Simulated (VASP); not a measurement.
Si (a cell with a defect): single point with PBE

System: Si (a cell with a defect).

```
Si
1.0
     5.47009    5.47009   -5.47009
    -5.47009   -5.47009   -5.47009
    -5.47009    5.47009    5.47009
Si
31
Direct
  0.25000 0.00000 0.02853
  0.50205 0.75183 0.00183
  0.74978 0.49978 0.99795
  0.75022 0.00000 0.49817
  0.02853 0.00000 0.25000
  0.25000 0.77853 0.25000
  0.49817 0.50022 0.25000
  0.75022 0.24817 0.25000
  0.00183 0.25205 0.00183
  0.49817 0.00000 0.75022
  0.74978 0.74795 0.74978
  0.00183 0.75183 0.50205
  0.25000 0.50022 0.49817
  0.47147 0.22147 0.47147
  0.99795 0.49978 0.74978
  0.25000 0.24817 0.75022
  0.25000 0.24289 0.00087
  0.49289 0.00000 0.00087
  0.75798 0.75711 0.00711
  0.74202 0.24913 0.49913
  0.00087 0.24289 0.25000
  0.49289 0.75087 0.25000
  0.75000 0.50000 0.25000
  0.00711 0.50798 0.00711
  0.49913 0.24913 0.74202
  0.75000 0.00000 0.75000
  0.00087 0.00000 0.49289
  0.25000 0.75087 0.49289
  0.49913 0.49202 0.49913
  0.00711 0.75711 0.75798
  0.25000 0.50000 0.75000
```

```yaml
Program: VASP 6.6.1
Task: single point
Functional: PBE
Potentials_or_basis: VASP PAW PBE potentials, release 64 (Si)
Cutoff: 520 eV
k_mesh: 2 × 2 × 2, shifted
Occupations: gaussian, width 0.02 eV
Spin: no spin polarisation
Dipole_correction: no
Charge: -2
Further_INCAR_settings: LREAL = Auto; ALGO = Normal; EDIFF = 1e-06; NBANDS = 83; NELECT = 126.0
```

- Largest force: 0.007 eV/Å

Forces in eV/Å, atoms in the order of the input:
```
Si   0.004 -0.004 -0.004
Si   0.001 -0.003  0.003
Si  -0.003  0.003  0.001
Si  -0.003  0.001  0.003
Si  -0.004 -0.004  0.004
Si   0.004  0.004  0.004
Si   0.003  0.003 -0.001
Si  -0.003 -0.003 -0.001
Si   0.003 -0.001  0.003
Si   0.003  0.001 -0.003
Si  -0.003 -0.001 -0.003
Si   0.003 -0.003  0.001
Si  -0.001  0.003  0.003
Si  -0.004  0.004 -0.004
Si   0.001  0.003 -0.003
Si  -0.001 -0.003 -0.003
Si  -0.003 -0.002 -0.002
Si   0.002  0.003 -0.002
Si   0.003 -0.002  0.002
Si   0.003  0.002 -0.002
Si  -0.002 -0.002 -0.003
Si   0.002  0.002 -0.003
Si   0.000  0.000  0.000
Si   0.002 -0.003  0.002
Si  -0.002  0.002  0.003
Si   0.000  0.000  0.000
Si  -0.002  0.003  0.002
Si  -0.003  0.002  0.002
Si  -0.002 -0.003 -0.002
Si   0.002 -0.002  0.003
Si   0.000  0.000  0.000
```

Levels at points of the mesh, in eV from the Fermi level:
```tsv
k point	band 58	band 59	band 60	band 61	band 62	band 63	band 64	band 65	band 66	band 67
(0.25, 0.25, 0.25)	-0.96	-0.96	-0.92	-0.92	0.18	0.18	0.18	1.24	1.24	1.28
```

It took 2.1 min on 1 thread of Intel(R) Xeon(R) 6975P-C (Granite Rapids), with other jobs on the host, peak memory 0.65 GiB.

Caveat: the k points lie up to 0.41 Å⁻¹ apart; the cell carries a net charge on a neutralising background, which shifts energy and pressure; the cell is charged against a uniform background, so pressure and absolute levels hang on convention.
